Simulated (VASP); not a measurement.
Runs of VASP 6.6.1 on Ge. The structure is that of space group Fd-3m (No. 227), or close to it. The cells are those of the table. 

```tsv
task	level	potentials or basis	cell	k mesh	cutoff (eV)	smearing	gap on the mesh (eV)	pressure (GPa)
single point	r2SCAN	VASP PAW PBE potentials, release 64 (Ge_d)	a = 4.017 Å, angles 60.0°, 2 atoms	14 × 14 × 14	520	gaussian 0.1 eV	0.28	-0.2
single point	LDA	VASP PAW LDA potentials, release 64 (Ge_d)	a = 3.864 Å, angles 60.0°, 2 atoms	14 × 14 × 14	520	gaussian 0.1 eV	0.34	(a)
relaxation of cell and atoms	PBEsol	VASP PAW PBE potentials, release 64 (Ge_d)	relaxed to 18 GPa from a = 3.902 Å, angles 60.0°, 2 atoms	14 × 14 × 14	600	gaussian 0.01 eV	0.22	18.0
single point	PBEsol	VASP PAW PBE potentials, release 64 (Ge_d)	a = 3.851, b = 3.912, c = 3.912 Å, angles 59.0, 60.5, 60.5°, 2 atoms	12 × 12 × 12	520	gaussian 0.1 eV	0.17	7.7
relaxation of cell and atoms	PBEsol	VASP PAW PBE potentials, release 64 (Ge_d)	relaxed from a = 4.000 Å, angles 60.0°, 2 atoms	14 × 14 × 14	600	gaussian 0.1 eV	(b)	0.0
```

Alike in all rows: no spin polarisation.

Task: Estimate the missing entries.

Result: (a) 7.8; (b) none.

Caveats: the PAW data sets were made with another functional, which shifts forces and pressure a little (at least some runs); the cell stands under pressure (at least some runs); the cell is relaxed towards a set pressure, so the run minimises the enthalpy, not the energy (at least some runs); semilocal functionals underestimate gaps, so a narrow gap can read as zero (at least some runs).

A k mesh can miss the band edges, and the runs leave out spin-orbit coupling on Ge.
